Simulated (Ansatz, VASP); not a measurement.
Two plane-wave programs on Cs2SnI6

Contents of INCAR:

```
SYSTEM = Cs2SnI6
ALGO     = Normal         ! electronic algorithm
EDIFF    = 1E-6           ! SCF threshold, eV
ENCUT    = 500            ! plane-wave cutoff, eV
GGA      = PE             ! functional
GGA_COMPAT= .False.      
ISIF     = 2              ! what is computed and relaxed
ISMEAR   = 0              ! smearing method
LASPH    = .True.         ! aspherical terms in the spheres
LCHARG   = .False.        ! write CHGCAR
LREAL    = .False.        ! projectors in reciprocal space
LWAVE    = .False.        ! write WAVECAR
NBANDS   = 47             ! bands
NELM     = 120            ! most SCF steps
PREC     = Accurate       ! precision mode
SIGMA    = 0.01           ! smearing width, eV
```

File KPOINTS:

```
k-points
0
Gamma
  4 4 4
  0 0 0
```

POSCAR

```
Cs2SnI6
1.0
    0.0000000000      6.0807052464      6.0807052464
    6.0807052464      0.0000000000      6.0807052464
    6.0807052464      6.0807052464      0.0000000000
Cs Sn I
2 1 6
Direct
    0.2500000000      0.2500000000      0.2500000000
    0.7500000000      0.7500000000      0.7500000000
    0.0000000000      0.0000000000      0.0000000000
    0.2416514971      0.7583485029      0.7583485029
    0.2416514971      0.7583485029      0.2416514971
    0.7583485029      0.2416514971      0.7583485029
    0.7583485029      0.2416514971      0.2416514971
    0.7583485029      0.7583485029      0.2416514971
    0.2416514971      0.2416514971      0.7583485029
```

Input for Ansatz:

```yaml
crystal:
  lattice:
    - [0.0, 6.0807052464, 6.0807052464]
    - [6.0807052464, 0.0, 6.0807052464]
    - [6.0807052464, 6.0807052464, 0.0]
  atoms:
    - { symbol: Cs, position: [0.25, 0.25, 0.25] }
    - { symbol: Cs, position: [0.75, 0.75, 0.75] }
    - { symbol: Sn, position: [0.0, 0.0, 0.0] }
    - { symbol: I, position: [0.2416514971, 0.7583485029, 0.7583485029] }
    - { symbol: I, position: [0.2416514971, 0.7583485029, 0.2416514971] }
    - { symbol: I, position: [0.7583485029, 0.2416514971, 0.7583485029] }
    - { symbol: I, position: [0.7583485029, 0.2416514971, 0.2416514971] }
    - { symbol: I, position: [0.7583485029, 0.7583485029, 0.2416514971] }
    - { symbol: I, position: [0.2416514971, 0.2416514971, 0.7583485029] }
kpoints:
  mp_grid: { grid: [4, 4, 4] }
hamiltonian:
  xc: pbe
scf:
  occupations: { method: fixed }
  n_extra_bands: 6
output:
  forces: true
  stress: true
  eigenvalues: true
```

Alike in both runs: task single point; functional PBE; k mesh 4 × 4 × 4; no spin polarisation.

|  | VASP | Ansatz |
| --- | --- | --- |
| version | VASP 6.6.1 | Ansatz 0.2.0 |
| potentials or method | VASP PAW PBE potentials, release 64 (Cs_sv, Sn_d, I) | plane waves, PAW |
| plane-wave cutoff (eV) | 500 | 420 |
| occupations | gaussian, width 0.01 eV | fixed |
| valence electrons in the cell | 74 | 134 |

Ansatz gave:

- gap on the k mesh at the Fermi level (eV): 0.22
- pressure (GPa): -0.4
- rms of the force components (eV/Å): 0.065

**Question.** What did VASP give for the same quantities?

**Answer.** gap on the k mesh at the Fermi level (eV): 0.23; pressure (GPa): -0.4; rms of the force components (eV/Å): 0.065.

Atom by atom the forces differ by 0.000 eV/Å (rms over components). VASP's potentials hold 74 valence electrons a cell and Ansatz's 134, so a difference there can come from the potentials and not from the codes.

Spin-orbit coupling is off throughout.
